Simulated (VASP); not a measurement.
# TaN (P-62m) in VASP: a series of runs

Runs on TaN. Level: LDA. Tasks: relaxation of cell and atoms.

Program: VASP 6.6.1. These are calculated values, not measurements. Logs are shortened: lines on timing, memory, paths and dates and some standing lists are left out, and cuts for length are marked.

### 1 The cell of the first run

The structure is hexagonal, space group P-62m (No. 189). The conventional cell has a = 5.196 Å, b = 5.196 Å, c = 2.911 Å, α = 90.00°, β = 90.00°, γ = 120.00°. Ta (site symmetry -6) has 6 N at 2.16 Å and 5 Ta at 2.91 to 3.00 Å within 3.0 Å. Within 2.7 Å of Ta (site symmetry -62m) lie 3 N at 2.04 Å. Within 3.0 Å of N (site symmetry m2m) lie 5 Ta at 2.04 to 2.16 Å and 6 N at 2.77 to 2.91 Å.

### 2 Relaxation of cell and atoms, LDA

INCAR reads:

```
PREC = Accurate ; ENCUT = 600
EDIFF = 1E-6 ; ISMEAR = -1
SIGMA = 0.1 ; LREAL = F
LASPH = T ; NELM = 60
ALGO = Normal ; ISIF = 3
LWAVE = F ; LCHARG = F
IBRION = 2 ; NSW = 60
EDIFFG = -0.01
```

KPOINTS reads:

```
Automatic mesh
0
Gamma
  5 5 8
```

POSCAR reads:

```
TaN
1.0
    5.1960000000      0.0000000000      0.0000000000
   -2.5980000000      4.4998680000      0.0000000000
    0.0000000000      0.0000000000      2.9110000000
Ta N
3 3
Direct
    0.3333333333      0.6666666667      0.5000000000
    0.6666666667      0.3333333333      0.5000000000
    0.0000000000      0.0000000000      0.0000000000
    0.3928500000      0.0000000000      0.0000000000
    0.6071500000      0.6071500000      0.0000000000
    0.0000000000      0.3928500000      0.0000000000
```

Potentials or basis: VASP PAW LDA potentials, release 64 (Ta_pv, N).

Launch:

```bash
cat potpaw_LDA.64/Ta_pv/POTCAR potpaw_LDA.64/N/POTCAR > POTCAR
mpirun -np 1 vasp_std > vasp.out
```

OUTCAR:

```text
PREC = Accurate
   ENCUT = 600
   EDIFF = 1E-6
   ISMEAR = -1
   LREAL = F
   LASPH = T
   NELM = 60
   ISIF = 3
   IBRION = 2
   NSW = 60
   EDIFFG = -0.01

 ion  position               nearest neighbor table
   1  0.333  0.667  0.500-   5 2.16   5 2.16   6 2.16   6 2.16   4 2.16   4 2.16   2 3.00   2 3.00
                             2 3.00   3 3.33   3 3.33   3 3.33   3 3.33   3 3.33   3 3.33
   2  0.667  0.333  0.500-   6 2.16   6 2.16   4 2.16   4 2.16   5 2.16   5 2.16   1 3.00   1 3.00
                             1 3.00   3 3.33   3 3.33   3 3.33   3 3.33   3 3.33   3 3.33
   3  0.000  0.000  0.000-   4 2.04   5 2.04   6 2.04   2 3.33   1 3.33   1 3.33   2 3.33   2 3.33
                             2 3.33   1 3.33   1 3.33   2 3.33   2 3.33   1 3.33   1 3.33
   4  0.393  0.000  0.000-   3 2.04   1 2.16   1 2.16   2 2.16   2 2.16
   5  0.607  0.607  0.000-   3 2.04   1 2.16   1 2.16   2 2.16   2 2.16
   6  0.000  0.393  0.000-   3 2.04   2 2.16   2 2.16   1 2.16   1 2.16

  LATTYP: Found a hexagonal cell.
 ALAT       =     5.1960000000
 C/A-ratio  =     0.5602386451

  Lattice vectors:

 A1 = (   5.1960000000,   0.0000000000,   0.0000000000)
 A2 = (  -2.5980000000,   4.4998680000,   0.0000000000)
 A3 = (   0.0000000000,   0.0000000000,   2.9110000000)

Analysis of symmetry for initial positions (statically):
=====================================================================
 Subroutine PRICEL returns:
 Original cell was already a primitive cell.

 Routine SETGRP: Setting up the symmetry group for a
 hexagonal supercell.

 Subroutine GETGRP returns: Found 12 space group operations
 (whereof 12 operations were pure point group operations)
 out of a pool of 24 trial point group operations.

The static configuration has the point symmetry D_3h.

Analysis of symmetry for dynamics (positions and initial velocities):
=====================================================================
 Subroutine PRICEL returns:
 Original cell was already a primitive cell.

 Routine SETGRP: Setting up the symmetry group for a
 hexagonal supercell.

 Subroutine GETGRP returns: Found 12 space group operations
 (whereof 12 operations were pure point group operations)
 out of a pool of 24 trial point group operations.

The dynamic configuration has the point symmetry D_3h.

 Subroutine INISYM returns: Found 12 space group operations
 (whereof 12 operations are pure point group operations),
 and found     1 'primitive' translations

----------------------------------------------------------------------------------------

                                     Primitive cell

  volume of cell :      68.0630

  direct lattice vectors                    reciprocal lattice vectors
     5.196000000  0.000000000  0.000000000     0.192455735  0.111114370  0.000000000
    -2.598000000  4.499868000  0.000000000     0.000000000  0.222228741  0.000000000
     0.000000000  0.000000000  2.911000000     0.000000000  0.000000000  0.343524562

  length of vectors
     5.196000000  5.196000002  2.911000000     0.222228741  0.222228741  0.343524562

  position of ions in fractional coordinates (direct lattice)
     0.333333333  0.666666667  0.500000000
     0.666666667  0.333333333  0.500000000
     0.000000000  0.000000000  0.000000000
     0.392850000  0.000000000  0.000000000
     0.607150000  0.607150000  0.000000000
     0.000000000  0.392850000  0.000000000

  ion indices of the primitive-cell ions
   primitive index   ion index
                 1           1
                 2           2
                 3           3
                 4           4
                 5           5
                 6           6

----------------------------------------------------------------------------------------

 KPOINTS: Automatic mesh

Automatic generation of k-mesh.
 Grid dimensions read from file:
 generate k-points for:    5    5    8

 Generating k-lattice:

  Cartesian coordinates                     Fractional coordinates (reciprocal lattice)
     0.038491147  0.022222874  0.000000000     0.200000000 -0.000000000  0.000000000
     0.000000000  0.044445748  0.000000000     0.000000000  0.200000000  0.000000000
     0.000000000  0.000000000  0.042940570     0.000000000  0.000000000  0.125000000

  Length of vectors
     0.044445748  0.044445748  0.042940570

  Shift w.r.t. Gamma in fractional coordinates (k-lattice)
     0.000000000  0.000000000  0.000000000

 Subroutine IBZKPT returns following result:
 ===========================================

 Found     25 irreducible k-points:

 Following reciprocal coordinates:
            Coordinates               Weight
  0.000000  0.000000  0.000000      1.000000
  0.200000 -0.000000  0.000000      6.000000
  0.400000  0.000000  0.000000      6.000000
  0.200000  0.200000  0.000000      6.000000
  0.400000  0.200000  0.000000      6.000000
  0.000000  0.000000  0.125000      2.000000
[... 16 lines left out ...]
  0.400000  0.000000  0.500000      6.000000
  0.200000  0.200000  0.500000      6.000000
   k-points           NKPTS =     25   k-points in BZ     NKDIM =     25   number of bands    NBANDS=     28
   number of dos      NEDOS =    301   number of ions     NIONS =      6
   total plane-waves  NPLWV =  42336
   dimension x,y,z NGX =    42 NGY =   42 NGZ =   24
   dimension x,y,z NGXF=    84 NGYF=   84 NGZF=   48
   ions per type =               3   3
   NGX,Y,Z   is equivalent  to a cutoff of  13.44, 13.44, 13.71 a.u.
   NGXF,Y,Z  is equivalent  to a cutoff of  26.88, 26.88, 27.41 a.u.
 SYSTEM =  unknown system
   PREC   = accura    normal or accurate (medium, high low for compatibility)
   ISTART =      0    job   : 0-new  1-cont  2-samecut
   ICHARG =      2    charge: 1-file 2-atom 10-const
   ISPIN  =      1    spin polarized calculation?
   LNONCOLLINEAR =      F non collinear calculations
   LSORBIT =      F    spin-orbit coupling
   LASPH  =      T    aspherical Exc in radial PAW
   ENCUT  =  600.0 eV  44.10 Ry    6.64 a.u.  10.38 10.38  5.81*2*pi/ulx,y,z
   NELM   =     60;   NELMIN=  2; NELMDL= -5     # of ELM steps
   EDIFF  = 0.1E-05   stopping-criterion for ELM
   LREAL  =      F    real-space projection
   EDIFFG = -.1E-01   stopping-criterion for IOM
   NSW    =     60    number of steps for IOM
   IBRION =      2    ionic relax: 0-MD 1-quasi-New 2-CG
   NFREE  =      1    steps in history (QN), initial steepest desc. (CG)
   ISIF   =      3    stress and relaxation
   ISYM   =      2    0-nonsym 1-usesym 2-fastsym
   POTIM  = 0.5000    time-step for ionic-motion
   TEBEG  =    0.0;   TEEND  =   0.0 temperature during run
   PSTRESS=    0.0 pullay stress
   NELECT =      48.0000    total number of electrons
   NUPDOWN=      -1.0000    fix difference up-down
   EMIN   =  10.00;   EMAX   =-10.00  energy-range for DOS
   EFERMI =   0.00;   METHOD = LEGACY
   ISMEAR =    -1;   SIGMA  =   0.10  broadening in eV -4-tet -1-fermi 0-gaus
   EFERMI_NEDOS =   21; number of points for ismear=-14 and -15
   IALGO  =     38    algorithm
   IMIX   =      4    mixing-type and parameters
     AMIX     =   0.40;   BMIX     =  1.00
     AMIX_MAG =   1.60;   BMIX_MAG =  1.00
  volume/ion in A,a.u.               =      11.34        76.55
  Fermi-wavevector in a.u.,A,eV,Ry     =   1.457197  2.753703 28.890916  2.123422
  Thomas-Fermi vector in A             =   2.574026
   LORBIT       =      0    0 simple, 1 ext, 2 COOP (PROOUT), +10 PAW based schemes
   GGA     = CA    functional components
   LHFCALC =     F    Hartree Fock is set to
   AEXX    =    0.0000 exact exchange contribution
   IVDW    =     0    specifies the selected vdW correction
   LEPSILON=     F    determine dielectric tensor
   LRPA    =     F    only Hartree local field effects (RPA)
 conjugate gradient relaxation of ions
 non-spin polarized calculation
  energy-cutoff  :      600.00
  volume of cell :       68.06
 maximum number of plane-waves:      2304
 NGX is ok and might be reduce to    42
   NGX = 21   NGY = 21   NGZ = 11

--------------------------------------- Ionic step        1  -------------------------------------------

 number of electron      48.0000004 magnetization

 Free energy of the ion-electron system (eV)
  ---------------------------------------------------
  ext. energy  EPLUGINS =         0.00000000
  ---------------------------------------------------
  free energy    TOTEN  =       -74.11183225 eV

  energy without entropy =      -74.08522047  energy(sigma->0) =      -74.09852636

------------------------ aborting loop because EDIFF is reached ----------------------------------------

  FORCE on cell =-STRESS in cart. coord.  units (eV):
  Direction    XX          YY          ZZ          XY          YZ          ZX
  --------------------------------------------------------------------------------------
  -------------------------------------------------------------------------------------
  Total       -3.1612793     -3.1612793     -4.3018707      0.0000000      0.0000000      0.0000000
  in kB      -74.4153166    -74.4153167   -101.2644047      0.0000000      0.0000000      0.0000000
  external PRESSURE =     -83.3650127 kB  Pullay stress =       0.0000000 kB
[... 101 lines left out ...]
  FREE ENERGIE OF THE ION-ELECTRON SYSTEM (eV)
  ---------------------------------------------------
  free  energy   TOTEN  =       -74.1576833343 eV

  energy  without entropy=      -74.1317961183  energy(sigma->0) =      -74.14473973

[... ionic steps 4 to 7 ...]

--------------------------------------- Ionic step        8  -------------------------------------------

 number of electron      48.0000003 magnetization

------------------------ aborting loop because EDIFF is reached ----------------------------------------

  FORCE on cell =-STRESS in cart. coord.  units (eV):
  Direction    XX          YY          ZZ          XY          YZ          ZX
  --------------------------------------------------------------------------------------
  -------------------------------------------------------------------------------------
  Total        0.0539577      0.0539577      0.0909712      0.0000000      0.0000000      0.0000000
  in kB        1.3028241      1.3028241      2.1965278      0.0000000      0.0000000      0.0000000
  external PRESSURE =       1.6007253 kB  Pullay stress =       0.0000000 kB
[... 65 lines left out ...]
  energy  without entropy=      -74.1321184283  energy(sigma->0) =      -74.14504441

--------------------------------------- Ionic step       10  -------------------------------------------

 number of electron      48.0000003 magnetization

 Free energy of the ion-electron system (eV)
  ---------------------------------------------------
  ext. energy  EPLUGINS =         0.00000000
  ---------------------------------------------------
  free energy    TOTEN  =       -74.15801903 eV

  energy without entropy =      -74.13220247  energy(sigma->0) =      -74.14511075

 E-fermi :   8.5850     XC(G=0): -13.3734

 val. band max:        8.3863915055   @ k =   0.2000  -0.0000   0.1250
 cond. band min:       8.7131688950   @ k =   0.2000  -0.0000   0.2500
 fundamental gap:      0.3267773895
 Fermi energy:         8.5850104680

 k-point     1 :       0.0000    0.0000    0.0000
  band No.  band energies     occupation
      1     -27.5697      2.00000
      2     -27.5697      2.00000
      3     -27.1905      2.00000
      4     -27.1905      2.00000
      5     -26.9791      2.00000
      6     -26.8588      2.00000
[... 733 lines left out ...]
     27      10.7003      0.00000
     28      10.7550      0.00000

 [... further k-points ...]
[... 5 lines left out ...]
  --------------------------------------------------------------------------------------
  -------------------------------------------------------------------------------------
  Total       -0.0261532     -0.0261532     -0.0006662      0.0000000      0.0000000      0.0000000
  in kB       -0.6311472     -0.6311472     -0.0160776      0.0000000      0.0000000      0.0000000
  external PRESSURE =      -0.4261240 kB  Pullay stress =       0.0000000 kB
[... 21 lines left out ...]
  FREE ENERGIE OF THE ION-ELECTRON SYSTEM (eV)
  ---------------------------------------------------
  free  energy   TOTEN  =       -74.1580190339 eV

  energy  without entropy=      -74.1322024698  energy(sigma->0) =      -74.14511075

 reached required accuracy - stopping structural energy minimisation
```

Wall time 2 min (1 thread of Intel Xeon 6975P-C (Granite Rapids), shared host); peak memory 0.21 GiB.

What came out:

- Free energy: -74.1580 eV
- Relaxed volume: 11.07 Å³/atom
- Relaxed cell: a = 5.161 Å, b = 5.161 Å, c = 2.878 Å, α = 90.00°, β = 90.00°, γ = 120.00°
- Space group after relaxing (to 0.1 Å): P-62m (No. 189)
- Energy gained by relaxing: 7.7 meV/atom
- Ionic steps: 10
- Pressure after relaxing: 0.0 GPa
- Largest force after relaxing: 0.007 eV/Å
- Band gap on the k mesh: zero (bands 24 and 25 overlap by 3.17 eV)

Forces in eV/Å, atoms in the order of the input:
```
Ta   0.000  0.000  0.000
Ta   0.000  0.000  0.000
Ta   0.000  0.000  0.000
N    0.007  0.000  0.000
N   -0.003 -0.006  0.000
N   -0.003  0.006  0.000
```

The path:
```tsv
step	energy change (eV)	largest force (eV/Å)	pressure (GPa)	volume (Å³)
1	0.0000	0.0605	-8.34	68.06
2	0.2510	0.3261	24.90	62.41
3	-0.0459	0.0457	-0.16	66.42
4	-0.0459	0.0481	0.03	66.38
5	-0.0459	0.0503	0.21	66.35
6	-0.0461	0.0091	0.12	66.36
7	-0.0462	0.0134	0.16	66.36
8	-0.0462	0.0124	0.16	66.36
9	-0.0461	0.0009	-0.29	66.44
10	-0.0462	0.0068	-0.04	66.39
```

Final structure:
```cif
data_structure
_symmetry_space_group_name_H-M 'P 1'
_symmetry_Int_Tables_number 1
_cell_length_a 5.1606
_cell_length_b 5.1606
_cell_length_c 2.8785
_cell_angle_alpha 90.000
_cell_angle_beta 90.000
_cell_angle_gamma 120.000
_cell_volume 66.39
loop_
_atom_site_label
_atom_site_type_symbol
_atom_site_fract_x
_atom_site_fract_y
_atom_site_fract_z
_atom_site_occupancy
Ta1 Ta 0.33333 0.66667 0.50000 1
Ta2 Ta 0.66667 0.33333 0.50000 1
Ta3 Ta 0.00000 0.00000 0.00000 1
N1 N 0.39298 0.00000 0.00000 1
N2 N 0.60702 0.60702 0.00000 1
N3 N 0.00000 0.39298 0.00000 1
```

Caveat: spin-orbit coupling is left out, which moves the levels of the heavy elements. LDA usually gives volumes a few per cent too small.

### 3 Relaxation of cell and atoms, LDA, target pressure 2 GPa, at which the enthalpy is minimised

INCAR reads:

```
SYSTEM = TaN
ALGO = Normal
EDIFF = 1E-6
EDIFFG = -0.01
ENCUT = 600
GGA = CA
IBRION = 2
ISIF = 3
ISMEAR = -1
LASPH = .True.
LCHARG = .False.
LREAL = .False.
LWAVE = .False.
NELM = 100
NSW = 60
PREC = Accurate
PSTRESS = 20.0
SIGMA = 0.1
```

KPOINTS reads:

```
k-points
0
Gamma
  5 5 8
  0 0 0
```

POSCAR is that of step 2.

Potentials or basis: VASP PAW LDA potentials, release 64 (Ta_pv, N).

Launch:

```bash
cat potpaw_LDA.64/Ta_pv/POTCAR potpaw_LDA.64/N/POTCAR > POTCAR
mpirun -np 1 vasp_std > vasp.out
```

It took 2.1 min on 1 thread of Intel Xeon 6975P-C (Granite Rapids), shared host; peak memory 0.21 GiB.

It converged, with:

| Property | Result |
| --- | --- |
| Free energy | -74.1557 eV |
| Relaxed volume | 11.00 Å³/atom |
| Relaxed cell | a = 5.149 Å, b = 5.149 Å, c = 2.874 Å, α = 90.00°, β = 90.00°, γ = 120.00° |
| Space group after relaxing (to 0.1 Å) | P-62m (No. 189) |
| Energy change on relaxing (the run minimises the enthalpy) | -7.3 meV/atom |
| Ionic steps | 10 |
| Pressure after relaxing | 2.0 GPa |
| Band gap on the k mesh | zero (bands 24 and 25 overlap by 3.19 eV) |

The path:
```csv
step,energy change (eV),largest force (eV/Å),pressure (GPa),volume (Å³)
1,0.0000,0.0605,-8.34,68.06
2,0.4944,0.4267,34.91,61.10
3,-0.0442,0.0684,1.70,66.07
4,-0.0436,0.0721,1.99,66.02
5,-0.0430,0.0748,2.21,65.97
6,-0.0433,0.0046,2.17,65.97
7,-0.0434,0.0208,2.19,65.97
8,-0.0446,0.0002,1.64,66.07
9,-0.0440,0.0113,1.92,66.02
10,-0.0439,0.0019,1.99,66.00
```

Final structure:
```
CELL_PARAMETERS angstrom
5.14946 0.00000 0.00000
-2.57473 4.45957 0.00000
0.00000 0.00000 2.87408
ATOMIC_POSITIONS crystal
Ta 0.33333 0.66667 0.50000
Ta 0.66667 0.33333 0.50000
Ta 0.00000 0.00000 0.00000
N 0.39329 0.00000 0.00000
N 0.60671 0.60671 0.00000
N 0.00000 0.39329 0.00000
```

Levels at points of the mesh, in eV from the Fermi level:
```csv
k point,band 21,band 22,band 23,band 24,band 25,band 26,band 27,band 28
"(0.00, 0.00, 0.00)",-4.44,-3.44,-2.11,-1.10,-1.10,0.46,0.46,1.72
"(0.00, 0.00, 0.50)",-4.48,-3.08,-3.08,1.82,1.82,2.02,2.14,2.14
```

Caveat: the cell is relaxed towards a set pressure, so the run minimises the enthalpy, not the energy; spin-orbit coupling is left out, which moves the levels of the heavy elements.

(Part 1 of 2 ends here.)
